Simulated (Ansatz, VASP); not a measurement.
# Pd in VASP and in Ansatz

File POSCAR:

```
Pd
1.0
    2.7836650458      0.0000000000      0.0000000000
   -1.3918325229      2.4107246453      0.0000000000
    0.0000000000      0.0000000000      4.6288930000
Pd
2
Direct
    0.3333333333      0.6666666667      0.2500000000
    0.6666666667      0.3333333333      0.7500000000
```

The input INCAR.step1:

```
SYSTEM = Pd
  ALGO = Normal
  EDIFF = 1E-4
  ENCUT = 520
  GGA = PE
  ISMEAR = -1
  LASPH = .TRUE.
  LCHARG = .FALSE.
  LREAL = .FALSE.
  LWAVE = .TRUE.
  NBANDS = 17
  NELM = 100
  PREC = Accurate
  SIGMA = 0.05
```

INCAR.step2

```
SYSTEM = Pd
  ALGO = Normal
  EDIFF = 1E-6
  ENCUT = 520
  ISIF = 2
  ISMEAR = -1
  ISTART = 1
  LASPH = .TRUE.
  LCHARG = .FALSE.
  LMIXTAU = .TRUE.
  LREAL = .FALSE.
  LWAVE = .FALSE.
  METAGGA = R2SCAN
  NBANDS = 17
  NELM = 100
  PREC = Accurate
  SIGMA = 0.05
```

File KPOINTS:

```
k-points
0
G
  6 6 4
  0 0 0
```

The input input.yaml:

```yaml
crystal:
  lattice:
    - [2.7836650458, 0.0, 0.0]
    - [-1.3918325229, 2.4107246453, 0.0]
    - [0.0, 0.0, 4.628893]
  atoms:
    - { symbol: Pd, position: [0.3333333333, 0.6666666667, 0.25] }
    - { symbol: Pd, position: [0.6666666667, 0.3333333333, 0.75] }
hamiltonian:
  xc: r2scan
  pseudopotentials: { kind: paw }
kpoints:
  mp_grid: { grid: [6, 6, 4] }
  band_path:
    path:
      - [[0.0, 0.0, 0.0], [0.5, 0.0, 0.0], [0.3333333333, 0.3333333333, 0.0], [0.0, 0.0, 0.0], [0.0, 0.0, 0.5], [0.5, 0.0, 0.5], [0.3333333333, 0.3333333333, 0.5], [0.0, 0.0, 0.5]]
      - [[0.5, 0.0, 0.5], [0.5, 0.0, 0.0]]
      - [[0.3333333333, 0.3333333333, 0.0], [0.3333333333, 0.3333333333, 0.5]]
    npoints: 14
scf:
  occupations: { method: fermi_dirac, width: 0.05 }
  n_extra_bands: 6
output:
  forces: true
  stress: true
  eigenvalues: true
  fatbands: false
```

Alike in both runs: functional r2SCAN; k mesh 6 × 6 × 4; occupations fermi-dirac, width 0.05 eV; no spin polarisation.

|  | VASP | Ansatz |
| --- | --- | --- |
| version | VASP 6.6.1 | Ansatz 0.2.0 |
| potentials or method | VASP PAW PBE potentials, release 64 (Pd) | Ansatz PAW |
| plane-wave cutoff (eV) | 520 | 500 |
| valence electrons in the cell | 20 | 36 |
| task | single point | band structure |

VASP gave:

* gap on the k mesh at the Fermi level (eV): none
* pressure (GPa): -6.0
* traceless stress, the component that is largest in VASP (GPa): 2.06

Task: Which values does Ansatz return?

Result: gap on the k mesh at the Fermi level (eV): none; pressure (GPa): -6.5; traceless stress, the component that is largest in VASP (GPa): 2.10.

VASP's potentials were made for PBE, not for r2SCAN. A gap of «none» marks a metal or a gap that the smearing closes. VASP's potentials hold 20 valence electrons a cell and Ansatz's 36, so a difference there can come from the potentials and not from the codes.

The k mesh is coarse, so the values compare programs but aren't converged.
